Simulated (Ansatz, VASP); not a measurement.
**One calculation of TeW, two programs**

INCAR

```
SYSTEM = TeW
ALGO     = Normal         ! electronic algorithm
EDIFF    = 1E-6           ! SCF threshold, eV
ENCUT    = 520            ! plane-wave cutoff, eV
GGA      = PS             ! functional
ISIF     = 2              ! what is computed and relaxed
ISMEAR   = 0              ! smearing method
ISPIN    = 2              ! spin polarisation
LASPH    = .TRUE.         ! aspherical terms in the spheres
LCHARG   = .FALSE.        ! write CHGCAR
LMAXMIX  = 4              ! l up to which the mixer works
LORBIT   = 11             ! projections on sites
LREAL    = .FALSE.        ! projectors in reciprocal space
LWAVE    = .FALSE.        ! write WAVECAR
MAGMOM   = 1 0            ! initial moments
NBANDS   = 21             ! bands
NELM     = 150            ! most SCF steps
PREC     = Accurate       ! precision mode
SIGMA    = 0.1            ! smearing width, eV
```

KPOINTS

```
k-points
0
G
  12 12 12
  0 0 0
```

File POSCAR:

```
TeW
1.0
    0.0000000000      2.8758967221      2.8758967221
    2.8758967221      0.0000000000      2.8758967221
    2.8758967221      2.8758967221      0.0000000000
W Te
1 1
Direct
    0.0000000000      0.0000000000      0.0000000000
    0.2500000000      0.2500000000      0.2500000000
```

Input for Ansatz:

```yaml
crystal:
  lattice:
    - [0.0, 2.8758967221, 2.8758967221]
    - [2.8758967221, 0.0, 2.8758967221]
    - [2.8758967221, 2.8758967221, 0.0]
  atoms:
    - { symbol: W, position: [0.0, 0.0, 0.0], spin: 1.0 }
    - { symbol: Te, position: [0.25, 0.25, 0.25] }
basis:
  ecutwfc: 420
kpoints:
  mp_grid: { grid: [12, 12, 12] }
hamiltonian:
  xc: pbesol
scf:
  occupations: { method: gaussian, width: 0.1 }
  lower_state_search: "off"
output:
  forces: true
  stress: true
  eigenvalues: true
  populations: true
magnetization:
  spin_polarized: true
```

Alike in both runs: task single point; functional PBEsol; k mesh 12 × 12 × 12; occupations gaussian, width 0.1 eV; collinear spin.

```csv
,VASP,Ansatz
version,VASP 6.6.1,Ansatz 0.2.0
potentials or method,"VASP PAW PBE potentials, release 64 (W_sv, Te), cutoff 520 eV","scalar-relativistic, plane waves, PAW"
valence electrons in the cell,20,30
```

VASP gave:

* gap on the k mesh at the Fermi level (eV): none
* pressure (GPa): 21.3
* net moment per atom (μB): 0.55
* size of the moment on the site where the two differ most (μB): 0.88

**Question.** What did Ansatz give for the same quantities?

**Answer.** gap on the k mesh at the Fermi level (eV): none; pressure (GPa): 21.1; net moment per atom (μB): 0.55; size of the moment on the site where the two differ most (μB): 0.68.

VASP's potentials were made for PBE, not for PBEsol. Site moments also hang on the region over which each program counts them. A gap of «none» marks a metal or a gap that the smearing closes. With one functional, cell and mesh, what is left measures potentials, basis and numerics. VASP's potentials hold 20 valence electrons a cell and Ansatz's 30, so a difference there can come from the potentials and not from the codes.

Neither program's run includes spin-orbit coupling.
